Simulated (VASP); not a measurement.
A run of VASP 6.6.1:

The input POSCAR:

```
LaLuAs2
1.0
    4.2650772285      0.0000000000      0.0000000000
    0.0000000000      4.2650772285      0.0000000000
    0.0000000000      0.0000000000      6.0110402783
La As Lu
1 2 1
Direct
    0.0000000000      0.0000000000      0.0000000000
    0.0000000000      0.0000000000      0.5000000000
    0.5000000000      0.5000000000      0.0000000000
    0.5000000000      0.5000000000      0.5000000000
```

File INCAR.step1:

```
PREC     = Accurate       # precision mode
ENCUT    = 520            # plane-wave cutoff, eV
ISMEAR   = -1             # smearing method
SIGMA    = 0.02           # smearing width, eV
LREAL    = F              # projectors in reciprocal space
LASPH    = T              # aspherical terms in the spheres
NELM     = 60             # most SCF steps
NBANDS   = 31             # bands
GGA      = PE             # functional
ALGO     = Normal         # electronic algorithm
EDIFF    = 1E-4           # SCF threshold, eV
LWAVE    = T              # write WAVECAR
LCHARG   = F              # write CHGCAR
```

The input INCAR.step2:

```
PREC     = Accurate       # precision mode
ENCUT    = 520            # plane-wave cutoff, eV
EDIFF    = 1E-7           # SCF threshold, eV
ISMEAR   = -1             # smearing method
SIGMA    = 0.02           # smearing width, eV
LREAL    = F              # projectors in reciprocal space
LASPH    = T              # aspherical terms in the spheres
NELM     = 60             # most SCF steps
ALGO     = Normal         # electronic algorithm
ISIF     = 2              # what is computed and relaxed
LWAVE    = F              # write WAVECAR
LCHARG   = T              # write CHGCAR
METAGGA  = R2SCAN         # meta-GGA
LMIXTAU  = T            
LELF     = T              # ELF
LVHAR    = T            
NBANDS   = 31             # bands
ISTART   = 1
```

KPOINTS

```
Automatic mesh
0
Gamma
  6 6 4
```

Potentials or basis: VASP PAW PBE potentials, release 64 (La, As, Lu).

Launch:

```bash
$ cat potpaw_PBE.64/La/POTCAR potpaw_PBE.64/As/POTCAR potpaw_PBE.64/Lu/POTCAR > POTCAR
$ cp INCAR.step1 INCAR
$ mpirun -np 1 vasp_std > vasp.out
$ cp INCAR.step2 INCAR
$ mpirun -np 1 vasp_std > vasp.out
```

Hardware: 1 thread of Oxide Virtual Turin-like Processor, with other jobs on the host.

Question: Estimate the wall time of this run.

Answer: It took 9.2 min on 1 thread of Oxide Virtual Turin-like Processor (shared host), peak memory 0.28 GiB. Counts: k points 30.
